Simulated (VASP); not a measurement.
Wanted: the native input for a VASP 6.6.1 run.

```
Task                   : single point
Functional             : LDA
Potentials or basis    : VASP PAW LDA potentials, release 64 (Cd)
Cutoff                 : 520 eV
k mesh                 : 9 × 9 × 9
Occupations            : methfessel-paxton, width 0.05 eV
Spin                   : no spin polarisation
Dipole correction      : no
Further INCAR settings : ALGO = Fast; EDIFF = 1e-06; NBANDS = 12
```

The structure of Cd lies in POSCAR:

```
Cd
1.0
    0.0000000000      2.2181497500      2.2181497500
    2.2181497500      0.0000000000      2.2181497500
    2.2181497500      2.2181497500      0.0000000000
Cd
1
Direct
    0.0000000000      0.0000000000      0.0000000000
```

These files were run (other wordings do the same):

INCAR

```
SYSTEM = Cd
  ALGO = Fast
  EDIFF = 1E-6
  ENCUT = 520
  GGA = CA
  ISIF = 2
  ISMEAR = 1
  LASPH = .True.
  LCHARG = .False.
  LREAL = .False.
  LWAVE = .False.
  NBANDS = 12
  NELM = 60
  PREC = Accurate
  SIGMA = 0.05
```

KPOINTS

```
k-points
0
Gamma
  9 9 9
  0 0 0
```

Potentials or basis: VASP PAW LDA potentials, release 64 (Cd).

The run is started by

```console
$ cat potpaw_LDA.64/Cd/POTCAR > POTCAR
$ mpirun -np 1 vasp_std > vasp.out
```

Results of the run:

The pressure is -4.2 GPa. The band gap on the k mesh is zero (band 6 reaches 3.31 eV, above the bottom of band 7 at 1.65 eV).

Wall time 3.6 s on 1 thread of Intel(R) Xeon(R) Platinum 8375C CPU @ 2.90GHz (Ice Lake) (shared host), peak memory 0.13 GiB.
